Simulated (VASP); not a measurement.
Runs of VASP 6.6.1 on C. The structure is that of space group Fd-3m (No. 227), or close to it. The cells are those of the table. 

| potentials or basis | cell | k mesh | cutoff (eV) | second run | gap on the mesh (eV) | pressure (GPa) |
| --- | --- | --- | --- | --- | --- | --- |
| VASP PAW PBE potentials, release 64 (C) | a = 2.449 Å, angles 60.0°, 2 atoms | 13 × 13 × 13 | 520 | - | 4.54 | 45.2 |
| VASP PAW PBE potentials, release 64 (C) | a = 2.518 Å, angles 60.0°, 2 atoms | 8 × 8 × 8 | 520 | - | 4.34 | 1.1 |
| VASP PAW PBE potentials, release 64 (C) | a = 2.518 Å, angles 60.0°, 2 atoms | 14 × 14 × 14 | 520 | - | 4.33 | 1.1 |
| VASP PAW PBE potentials, release 64 (C) | a = 2.614 Å, angles 60.0°, 2 atoms | 13 × 13 × 13 | 520 | - | 4.10 | -40.7 |
| VASP PAW PBE potentials, release 64 (C) | a = 2.483 Å, angles 60.0°, 2 atoms | 13 × 13 × 13 | 520 | - | (b) | 21.1 |
| VASP PAW PBE potentials, release 64 (C_h) | a = 2.518 Å, angles 60.0°, 2 atoms | 8 × 8 × 8 | 910 | hard_potentials | 4.37 | (a) |
| VASP PAW PBE potentials, release 64 (C) | a = 2.551 Å, angles 60.0°, 2 atoms | 13 × 13 × 13 | 520 | - | 4.26 | -15.5 |
| VASP PAW PBE potentials, release 64 (C) | a = 2.583 Å, angles 60.0°, 2 atoms | 13 × 13 × 13 | 520 | - | 4.18 | -29.3 |

Alike in all rows: task single point; level r2SCAN; no spin polarisation; smearing fermi-dirac 0.05 eV.

Question: Estimate the missing entries.

Answer: (a) -0.8; (b) 4.44.

Caveats: the PAW data sets were made with another functional, which shifts forces and pressure a little; the cutoff is under 1.25 times the usual one of these potentials, so pressure, stress and relaxed cells hold a basis-set (Pulay) error (some runs).

A k mesh can miss the band edges.
